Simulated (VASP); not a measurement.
# BeAs2 (Ibam) in VASP: single point with r2SCAN

Aim: the single point of BeAs2 with r2SCAN.

All numbers are computed with VASP 6.6.1; they aren't measurements. Logs are shortened: lines on timing, memory, paths and dates and some standing lists are left out, and cuts for length are marked.

## 1. The cell of the first run

Symmetry: Ibam, No. 72, orthorhombic system. The conventional cell has a = 4.841 Å, b = 9.093 Å, c = 4.849 Å, α = 90.00°, β = 90.00°, γ = 90.00°. Within 2.6 Å of As (site symmetry m) lie 2 Be at 1.94 Å. Within 2.6 Å of Be (site symmetry 222) lie 4 As at 1.94 Å and 2 Be at 2.42 Å.

## 2. Single point, r2SCAN

Contents of POSCAR:

```
BeAs2
1.0
    0.0000000000      0.0000000000      4.8493490000
    4.8413140000      0.0000000000      0.0000000000
    2.4206570000      4.5464150000     -2.4246750000
As Be
4 2
Direct
    0.1181100000      0.1032000000      0.2362200000
    0.8818900000      0.8968000000      0.7637800000
    0.3818900000      0.3394200000      0.7637800000
    0.6181100000      0.6605800000      0.2362200000
    0.2500000000      0.0000000000      0.0000000000
    0.7500000000      0.0000000000      0.0000000000
```

Contents of INCAR.step1:

```
SYSTEM = BeAs2
ALGO     = Normal         ! electronic algorithm
EDIFF    = 1E-4           ! SCF threshold, eV
ENCUT    = 520            ! plane-wave cutoff, eV
GGA      = PE             ! functional
ISMEAR   = -1             ! smearing method
LASPH    = .True.         ! aspherical terms in the spheres
LCHARG   = .False.        ! write CHGCAR
LREAL    = .False.        ! projectors in reciprocal space
LWAVE    = .True.         ! write WAVECAR
NBANDS   = 21             ! bands
NELM     = 80             ! most SCF steps
PREC     = Accurate       ! precision mode
SIGMA    = 0.1            ! smearing width, eV
```

Contents of INCAR.step2:

```
SYSTEM = BeAs2
ALGO     = Normal         ! electronic algorithm
EDIFF    = 1E-7           ! SCF threshold, eV
ENCUT    = 520            ! plane-wave cutoff, eV
ISIF     = 2              ! what is computed and relaxed
ISMEAR   = -1             ! smearing method
ISTART   = 1            
LASPH    = .True.         ! aspherical terms in the spheres
LCHARG   = .False.        ! write CHGCAR
LMIXTAU  = .True.       
LREAL    = .False.        ! projectors in reciprocal space
LWAVE    = .False.        ! write WAVECAR
METAGGA  = R2SCAN         ! meta-GGA
NBANDS   = 21             ! bands
NELM     = 80             ! most SCF steps
PREC     = Accurate       ! precision mode
SIGMA    = 0.1            ! smearing width, eV
```

Contents of KPOINTS:

```
k-points
0
Gamma
  8 8 8
  0 0 0
```

Potentials or basis: VASP PAW PBE potentials, release 64 (As, Be).

Command:

```
> cat potpaw_PBE.64/As/POTCAR potpaw_PBE.64/Be/POTCAR > POTCAR
> cp INCAR.step1 INCAR
> mpirun -np 1 vasp_std > vasp.out
> cp INCAR.step2 INCAR
> mpirun -np 1 vasp_std > vasp.out
```

OUTCAR:

```text
SYSTEM = BeAs2
   EDIFF = 1E-7
   ENCUT = 520
   ISIF = 2
   ISMEAR = -1
   ISTART = 1
   LASPH = .True.
   LREAL = .False.
   METAGGA = R2SCAN
   NELM = 80
   PREC = Accurate

 ion  position               nearest neighbor table
   1  0.118  0.103  0.236-   6 1.94   5 1.94
   2  0.882  0.897  0.764-   5 1.94   6 1.94
   3  0.382  0.339  0.764-   6 1.94   5 1.94
   4  0.618  0.661  0.236-   5 1.94   6 1.94
   5  0.250  0.000  0.000-   4 1.94   2 1.94   3 1.94   1 1.94
   6  0.750  0.000  0.000-   3 1.94   1 1.94   4 1.94   2 1.94

  LATTYP: Found a body centered orthorhombic cell.
 ALAT       =     4.8413140000
 B/A-ratio  =     1.0016596734
 C/A-ratio  =     1.8781739833

  Lattice vectors:

 A1 = (  -2.4206570000,  -4.5464150000,   2.4246750000)
 A2 = (   2.4206570000,  -4.5464150000,  -2.4246740000)
 A3 = (   2.4206570000,   4.5464150000,   2.4246740000)

Analysis of symmetry for initial positions (statically):
=====================================================================
 Subroutine PRICEL returns:
 Original cell was already a primitive cell.

 Routine SETGRP: Setting up the symmetry group for a
 body centered orthorhombic supercell.

 Subroutine GETGRP returns: Found  8 space group operations
 (whereof  4 operations were pure point group operations)
 out of a pool of  8 trial point group operations.

The static configuration has the point symmetry C_2h.
 The point group associated with its full space group is D_2h.

Analysis of symmetry for dynamics (positions and initial velocities):
=====================================================================
 Subroutine PRICEL returns:
 Original cell was already a primitive cell.

 Routine SETGRP: Setting up the symmetry group for a
 body centered orthorhombic supercell.

 Subroutine GETGRP returns: Found  8 space group operations
 (whereof  4 operations were pure point group operations)
 out of a pool of  8 trial point group operations.

The dynamic configuration has the point symmetry C_2h.
 The point group associated with its full space group is D_2h.

 Subroutine INISYM returns: Found  8 space group operations
 (whereof  4 operations are pure point group operations),
 and found     1 'primitive' translations

----------------------------------------------------------------------------------------

                                     Primitive cell

  volume of cell :     106.7372

  direct lattice vectors                    reciprocal lattice vectors
     0.000000000  0.000000000  4.849349000     0.000000000  0.109976785  0.206213246
     4.841314000  0.000000000  0.000000000     0.206555493 -0.109976762  0.000000000
     2.420657000  4.546415000 -2.424675000     0.000000000  0.219953524  0.000000000

  length of vectors
     4.849349000  4.841314000  5.692848015     0.233706645  0.234008675  0.219953524

  position of ions in fractional coordinates (direct lattice)
     0.118110000  0.103200000  0.236220000
     0.881890000  0.896800000  0.763780000
     0.381890000  0.339420000  0.763780000
     0.618110000  0.660580000  0.236220000
     0.250000000  0.000000000  0.000000000
     0.750000000  0.000000000  0.000000000

  ion indices of the primitive-cell ions
   primitive index   ion index
                 1           1
                 2           2
                 3           3
                 4           4
                 5           5
                 6           6

----------------------------------------------------------------------------------------

 KPOINTS: k-points

Automatic generation of k-mesh.
 Grid dimensions read from file:
 generate k-points for:    8    8    8

 Generating k-lattice:

  Cartesian coordinates                     Fractional coordinates (reciprocal lattice)
     0.000000000  0.013747098  0.025776656     0.125000000  0.000000000  0.000000000
     0.025819437 -0.013747095  0.000000000     0.000000000  0.125000000  0.000000000
     0.000000000  0.027494190  0.000000000     0.000000000  0.000000000  0.125000000

  Length of vectors
     0.029213331  0.029251084  0.027494190

  Shift w.r.t. Gamma in fractional coordinates (k-lattice)
     0.000000000  0.000000000  0.000000000

 Subroutine IBZKPT returns following result:
 ===========================================

 Found     95 irreducible k-points:

 Following reciprocal coordinates:
            Coordinates               Weight
  0.000000  0.000000  0.000000      1.000000
  0.125000  0.000000  0.000000      4.000000
  0.250000  0.000000  0.000000      4.000000
  0.375000  0.000000  0.000000      4.000000
  0.500000  0.000000  0.000000      2.000000
  0.000000  0.125000  0.000000      4.000000
[... 16 lines left out ...]
  0.125000  0.375000  0.000000      8.000000
  0.250000  0.375000  0.000000      8.000000
 [... further k-points ...]
   k-points           NKPTS =     95   k-points in BZ     NKDIM =     95   number of bands    NBANDS=     21
   number of dos      NEDOS =    301   number of ions     NIONS =      6
   total plane-waves  NPLWV =  54432
   dimension x,y,z NGX =    36 NGY =   36 NGZ =   42
   dimension x,y,z NGXF=    72 NGYF=   72 NGZF=   84
   ions per type =               4   2
   NGX,Y,Z   is equivalent  to a cutoff of  12.34, 12.36, 12.27 a.u.
   NGXF,Y,Z  is equivalent  to a cutoff of  24.68, 24.72, 24.53 a.u.
 SYSTEM =  BeAs2
   PREC   = accura    normal or accurate (medium, high low for compatibility)
   ISTART =      1    job   : 0-new  1-cont  2-samecut
   ICHARG =      0    charge: 1-file 2-atom 10-const
   ISPIN  =      1    spin polarized calculation?
   LNONCOLLINEAR =      F non collinear calculations
   LSORBIT =      F    spin-orbit coupling
   LASPH  =      T    aspherical Exc in radial PAW
   ENCUT  =  520.0 eV  38.22 Ry    6.18 a.u.   9.02  9.00 10.58*2*pi/ulx,y,z
   NELM   =     80;   NELMIN=  2; NELMDL=  0     # of ELM steps
   EDIFF  = 0.1E-06   stopping-criterion for ELM
   LREAL  =      F    real-space projection
   EDIFFG = 0.1E-05   stopping-criterion for IOM
   NSW    =      0    number of steps for IOM
   IBRION =     -1    ionic relax: 0-MD 1-quasi-New 2-CG
   NFREE  =      0    steps in history (QN), initial steepest desc. (CG)
   ISIF   =      2    stress and relaxation
   ISYM   =      2    0-nonsym 1-usesym 2-fastsym
   POTIM  = 0.5000    time-step for ionic-motion
   TEBEG  =    0.0;   TEEND  =   0.0 temperature during run
   PSTRESS=    0.0 pullay stress
   NELECT =      24.0000    total number of electrons
   NUPDOWN=      -1.0000    fix difference up-down
   EMIN   =  10.00;   EMAX   =-10.00  energy-range for DOS
   EFERMI =   0.00;   METHOD = LEGACY
   ISMEAR =    -1;   SIGMA  =   0.10  broadening in eV -4-tet -1-fermi 0-gaus
   EFERMI_NEDOS =   21; number of points for ismear=-14 and -15
   IALGO  =     38    algorithm
   IMIX   =      4    mixing-type and parameters
     AMIX     =   0.40;   BMIX     =  1.00
     AMIX_MAG =   1.60;   BMIX_MAG =  1.00
  volume/ion in A,a.u.               =      17.79       120.05
  Fermi-wavevector in a.u.,A,eV,Ry     =   0.995497  1.881217 13.483570  0.991014
  Thomas-Fermi vector in A             =   2.127521
   LORBIT       =      0    0 simple, 1 ext, 2 COOP (PROOUT), +10 PAW based schemes
   METAGGA = R2SCAN    functional components
   LHFCALC =     F    Hartree Fock is set to
   AEXX    =    0.0000 exact exchange contribution
   IVDW    =     0    specifies the selected vdW correction
   LEPSILON=     F    determine dielectric tensor
   LRPA    =     F    only Hartree local field effects (RPA)
 non-spin polarized calculation
  energy-cutoff  :      520.00
  volume of cell :      106.74
 maximum number of plane-waves:      2900
   NGX = 19   NGY = 17   NGZ = 21

 number of electron      23.9999999 magnetization

 Free energy of the ion-electron system (eV)
  ---------------------------------------------------
  ext. energy  EPLUGINS =         0.00000000
  ---------------------------------------------------
  free energy    TOTEN  =       -60.85718826 eV

  energy without entropy =      -60.76498870  energy(sigma->0) =      -60.81108848

 E-fermi :   4.0840     XC(G=0): -10.1901

 val. band max:        4.0722097393   @ k =   0.5000   0.5000   0.2500
 cond. band min:       4.1027046911   @ k =   0.5000   0.3750   0.0000
 fundamental gap:      0.0304949518
 Fermi energy:         4.0839741608

 k-point     1 :       0.0000    0.0000    0.0000
  band No.  band energies     occupation
      1     -10.2273      2.00000
      2      -6.7730      2.00000
      3      -6.1970      2.00000
      4      -6.0508      2.00000
      5      -0.9419      2.00000
      6      -0.5149      2.00000
[... 13 lines left out ...]
     20      12.8971      0.00000
     21      13.1380      0.00000

 k-point     2 :       0.1250    0.0000    0.0000
  band No.  band energies     occupation
      1     -10.1291      2.00000
      2      -6.9496      2.00000
      3      -6.2371      2.00000
      4      -6.1027      2.00000
      5      -0.8093      2.00000
      6      -0.4620      2.00000
[... 13 lines left out ...]
     20      12.6205      0.00000
     21      13.4343      0.00000

 k-point     3 :       0.2500    0.0000    0.0000
  band No.  band energies     occupation
      1      -9.8396      2.00000
      2      -7.4294      2.00000
      3      -6.3274      2.00000
      4      -6.2234      2.00000
      5      -0.5755      2.00000
      6      -0.4991      2.00000
[... 13 lines left out ...]
     20      12.7915      0.00000
     21      12.8172      0.00000
[... 457 lines left out ...]
 k-point    23 :       0.1250    0.3750    0.0000
  band No.  band energies     occupation
      1      -9.5728      2.00000
      2      -7.2093      2.00000
      3      -6.9713      2.00000
      4      -6.3870      2.00000
      5      -1.1226      2.00000
      6      -0.0431      2.00000
[... 13 lines left out ...]
     20      12.0254      0.00000
     21      12.7953      0.00000

 k-point    24 :       0.2500    0.3750    0.0000
  band No.  band energies     occupation
      1      -9.3893      2.00000
      2      -7.3574      2.00000
      3      -6.9996      2.00000
      4      -6.4386      2.00000
      5      -1.2798      2.00000
      6      -0.9885      2.00000
[... 13 lines left out ...]
     20      12.5301      0.00000
     21      13.2236      0.00000

 [... further k-points ...]

------------------------ aborting loop because EDIFF is reached ----------------------------------------

  FORCE on cell =-STRESS in cart. coord.  units (eV):
  Direction    XX          YY          ZZ          XY          YZ          ZX
  --------------------------------------------------------------------------------------
  -------------------------------------------------------------------------------------
  Total       13.3771323     13.6319229     14.3569294     -0.0000000     -0.0000015      0.0000000
  in kB      200.7972852    204.6218157    215.5045185     -0.0000000     -0.0000225      0.0000000
  external PRESSURE =     206.9745398 kB  Pullay stress =       0.0000000 kB

 VOLUME and BASIS-vectors are now :
 -----------------------------------------------------------------------------
  energy-cutoff  :      520.00
  volume of cell :      106.74
      direct lattice vectors                 reciprocal lattice vectors
     0.000000000  0.000000000  4.849349000     0.000000000  0.109976785  0.206213246
     4.841314000  0.000000000  0.000000000     0.206555493 -0.109976762  0.000000000
     2.420657000  4.546415000 -2.424675000     0.000000000  0.219953524  0.000000000

 POSITION                                       TOTAL-FORCE (eV/Angst)
 -----------------------------------------------------------------------------------
      1.07143      1.07395     -0.00000         3.820743      3.572003     -0.000000
      6.19054      3.47246      2.42467        -3.820743     -3.572003      0.000000
      3.49209      3.47246     -0.00000         3.820743     -3.572003      0.000000
      3.76988      1.07395      2.42467        -3.820743      3.572003     -0.000000
      0.00000      0.00000      1.21234         0.000000      0.000000     -0.000000
      0.00000      0.00000      3.63701         0.000000      0.000000      0.000000
 -----------------------------------------------------------------------------------
    total drift:                               -0.000000      0.000000      0.000000

  FREE ENERGIE OF THE ION-ELECTRON SYSTEM (eV)
  ---------------------------------------------------
  free  energy   TOTEN  =       -60.8571882560 eV

  energy  without entropy=      -60.7649887022  energy(sigma->0) =      -60.81108848
```

Wall time 7.8 min (1 thread of Intel Xeon Platinum 8124M at 3.00GHz (Skylake/Cascade Lake), shared host); peak memory 0.36 GiB.

Results:

```yaml
Free_energy: -60.8572 eV
Pressure: 20.7 GPa
Largest_force: 5.230 eV/Å
Band_gap_on_the_k_mesh: zero (bands 12 and 13 overlap by 0.98 eV)
```

Forces on the atoms (eV/Å):
```
As   3.821  3.572  0.000
As  -3.821 -3.572  0.000
As   3.821 -3.572  0.000
As  -3.821  3.572  0.000
Be   0.000  0.000  0.000
Be   0.000  0.000  0.000
```

Caveat: the cell stands under pressure; the PAW data sets were made with another functional, which shifts forces and pressure a little.

The gap in the log of VASP goes by the Fermi energy; the results here count the filled bands.